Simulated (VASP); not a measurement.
Input of a VASP 6.6.1 run:

INCAR

```
SYSTEM = AlIn3As4
PREC     = Accurate       ! precision mode
ENCUT    = 520            ! plane-wave cutoff, eV
EDIFF    = 1E-6           ! SCF threshold, eV
ISMEAR   = 0              ! smearing method
SIGMA    = 0.1            ! smearing width, eV
LREAL    = .False.        ! projectors in reciprocal space
LASPH    = .True.         ! aspherical terms in the spheres
NELM     = 100            ! most SCF steps
ALGO     = Normal         ! electronic algorithm
ISIF     = 2              ! what is computed and relaxed
LWAVE    = .False.        ! write WAVECAR
LCHARG   = .False.        ! write CHGCAR
GGA      = PE             ! functional
NBANDS   = 41             ! bands
```

Contents of KPOINTS:

```
Automatic mesh
0
Gamma
  4 4 2
  0 0 0
```

File POSCAR:

```
AlIn3As4
1.0
    4.0480641300      0.0000000000      0.0000000000
    0.0000000000      4.0480641300      0.0000000000
    0.0000000000      0.0000000000     11.4496544000
Al In As
1 3 4
Direct
    0.0000000000      0.0000000000      0.5000000000
    0.0000000000      0.0000000000      0.0000000000
    0.5000000000      0.5000000000      0.2500000000
    0.5000000000      0.5000000000      0.7500000000
    0.5000000000      0.0000000000      0.8750000000
    0.0000000000      0.5000000000      0.1250000000
    0.5000000000      0.0000000000      0.3750000000
    0.0000000000      0.5000000000      0.6250000000
```

Potentials or basis: VASP PAW PBE potentials, release 64 (Al, In_d, As).

Run with:

```sh
$ cat potpaw_PBE.64/Al/POTCAR potpaw_PBE.64/In_d/POTCAR potpaw_PBE.64/As/POTCAR > POTCAR
$ mpirun -np 1 vasp_std > vasp.out
```

**Question.** Estimate the band gap on the k mesh.

**Answer.** 0.92 eV, direct.

**Question.** What does it give for the pressure?

**Answer.** 14.9 GPa.

Stress tensor (GPa, compression positive):
```
15.16  0.00  0.00
 0.00 15.16  0.00
 0.00  0.00 14.25
```

Caveat: spin-orbit coupling is left out, which moves the levels of the heavy elements; forces of over 1 eV/Å act on the atoms, so gaps and moduli don't describe the material at rest. As with any semilocal functional, this PBE gap is likely too small.
